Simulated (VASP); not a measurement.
# LiH: relaxation of cell and atoms with HSE06

Crystal: LiH.

```
Li H
1.0
     0.00000    2.14512    2.14512
     2.14512    0.00000    2.14512
     2.14512    2.14512    0.00000
Li H
1 1
Direct
  0.00000 0.00000 0.00000
  0.25000 0.25000 0.25000
```

| Property | Result |
| --- | --- |
| Program | VASP 6.6.1 |
| Task | relaxation of cell and atoms |
| Functional | HSE06 |
| Potentials or basis | VASP PAW PBE potentials, release 64 (Li_sv, H) |
| Cutoff | 600 eV |
| k mesh | 6 × 6 × 6 |
| Occupations | fermi-dirac, width 0.02 eV |
| Spin | no spin polarisation |
| Dipole correction | no |
| Grid for exact exchange (PRECFOCK) | Normal |
| Further INCAR settings | ALGO = Normal; EDIFF = 1e-06; IBRION = 2; EDIFFG = -0.005; NSW = 80; ISIF = 3 |
| Share of exact exchange | 0.25 |
| Screening parameter | 0.2079 1/Å |

```
Relaxed volume                        : 9.69 Å³/atom
Relaxed cell                          : a = 3.015 Å, b = 3.015 Å, c = 3.015 Å, α = 60.00°, β = 60.00°, γ = 60.00°
Space group after relaxing (to 0.1 Å) : F-43m (No. 216)
Energy gained by relaxing             : 0.3 meV/atom
Ionic steps                           : 3
Pressure after relaxing               : 0.0 GPa
Band gap on the k mesh                : 5.38 eV (least direct gap 6.47 eV)
```

Step by step:
| step | energy change (eV) | largest force (eV/Å) | pressure (GPa) | volume (Å³) |
| --- | --- | --- | --- | --- |
| 1 | 0.0000 | 0.0000 | -0.53 | 19.74 |
| 2 | -0.0003 | 0.0000 | -0.40 | 19.65 |
| 3 | -0.0006 | 0.0000 | -0.02 | 19.38 |

Final structure:
```cif
data_structure
_symmetry_space_group_name_H-M 'P 1'
_symmetry_Int_Tables_number 1
_cell_length_a 3.0149
_cell_length_b 3.0149
_cell_length_c 3.0149
_cell_angle_alpha 60.000
_cell_angle_beta 60.000
_cell_angle_gamma 60.000
_cell_volume 19.38
loop_
_atom_site_label
_atom_site_type_symbol
_atom_site_fract_x
_atom_site_fract_y
_atom_site_fract_z
_atom_site_occupancy
Li1 Li 0.00000 0.00000 0.00000 1
H1 H 0.25000 0.25000 0.25000 1
```

Levels at points of the mesh, in eV from the valence-band top:
| k point | band 1 | band 2 | band 3 | band 4 | band 5 |
| --- | --- | --- | --- | --- | --- |
| (0.00, 0.00, 0.00) | -46.11 | -4.10 | 14.95 | 19.15 | 19.15 |
| (0.50, 0.00, 0.00) | -46.08 | -1.09 | 5.38 | 16.88 | 16.88 |
| (0.50, 0.50, 0.00) | -46.07 | -0.28 | 8.49 | 11.46 | 12.33 |

It took 110 s on 1 thread of Intel(R) Xeon(R) 6975P-C (Granite Rapids), with other jobs on the host, peak memory 0.23 GiB.

Caveat: the k points lie up to 0.43 Å⁻¹ apart in the final cell; the cutoff is under 1.25 times the usual one of these potentials, so pressure, stress and relaxed cells hold a basis-set (Pulay) error; the PAW data sets were made with another functional, which shifts forces and pressure a little. A k mesh can miss the band edges.
